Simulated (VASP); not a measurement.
Here is a VASP 6.6.1 calculation.

File INCAR:

```
SYSTEM = ZnS
PREC = Accurate ; ENCUT = 600
EDIFF = 1E-6 ; ISMEAR = 0
SIGMA = 0.02 ; LREAL = .False.
LASPH = .True. ; NELM = 80
ALGO = Normal ; ISIF = 3
LWAVE = .False. ; LCHARG = .False.
GGA = PS ; IBRION = 2
NSW = 100 ; EDIFFG = -0.005
```

The input KPOINTS:

```
regular mesh
0
Gamma
  10 10 10
  0 0 0
```

File POSCAR:

```
ZnS
1.0
    0.0000000000      2.6936828800      2.6936828800
    2.6936828800      0.0000000000      2.6936828800
    2.6936828800      2.6936828800      0.0000000000
Zn S
1 1
Direct
    0.0000000000      0.0000000000      0.0000000000
    0.7500000000      0.7500000000      0.7500000000
```

Potentials or basis: VASP PAW PBE potentials, release 64 (Zn, S).

Run with:

```console
$ cat potpaw_PBE.64/Zn/POTCAR potpaw_PBE.64/S/POTCAR > POTCAR
$ mpirun -np 1 vasp_std > vasp.out
```

(1) Predict the space group after relaxing (to 0.1 Å).

(2) What does it give for the relaxed cell?

(3) What does it give for the relaxed volume?

Results:

(1) F-43m (No. 216).

(2) a = 3.791 Å, b = 3.791 Å, c = 3.791 Å, α = 60.00°, β = 60.00°, γ = 60.00°.

(3) 19.27 Å³/atom.

Caveat: the PAW data sets were made with another functional, which shifts forces and pressure a little.
